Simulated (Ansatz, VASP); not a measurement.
## One calculation of AlGa3N4, two programs

```xyz
8
Lattice="4.3382 0.1034 0.1034 0.1034 4.3382 0.1034 0.1034 0.1034 4.3382" Properties=species:S:1:pos:R:3 pbc="T T T"
Al    0.0000    0.0000    0.0000
Ga    2.2208    2.2208    0.1034
Ga    2.2208    0.1034    2.2208
Ga    0.1034    2.2208    2.2208
N     3.3779    3.3779    1.2197
N     3.3779    1.2197    3.3779
N     1.2197    3.3779    3.3779
N     1.1144    1.1144    1.1144
```

Change from the starting cell: equal engineering shear yz, xz and xy +0.0467, equal normal strain along x, y and z -0.0200.

Alike in both runs: task single point; functional LDA; k mesh 6 × 6 × 6; occupations gaussian, width 0.05 eV; no spin polarisation.

|  | VASP | Ansatz |
| --- | --- | --- |
| version | VASP 6.6.1 | Ansatz 0.2.0 |
| potentials or method | VASP PAW LDA potentials, release 64 (Al, Ga_d, N), cutoff 520 eV | scalar-relativistic, plane waves, PAW |
| valence electrons in the cell | 62 | 62 |

Ansatz gave:

```
gap on the k mesh at the Fermi level (eV)                     : 2.71
least direct gap on the mesh (eV)                             : 2.71
pressure (GPa)                                                : 16.1
traceless stress, the component that is largest in VASP (GPa) : -11.31
rms of the force components (eV/Å)                            : 0.480
```

What did VASP give for the same quantities?

gap on the k mesh at the Fermi level (eV): 2.71; least direct gap on the mesh (eV): 2.71; pressure (GPa): 17.4; traceless stress, the component that is largest in VASP (GPa): -11.49; rms of the force components (eV/Å): 0.500.

Ansatz warns that its potentials were made for another functional, while VASP's fit it. LDA's correlation is that of Perdew and Zunger in VASP and of Perdew and Wang (1992) in Ansatz. Atom by atom the forces differ by 0.024 eV/Å (rms over components).
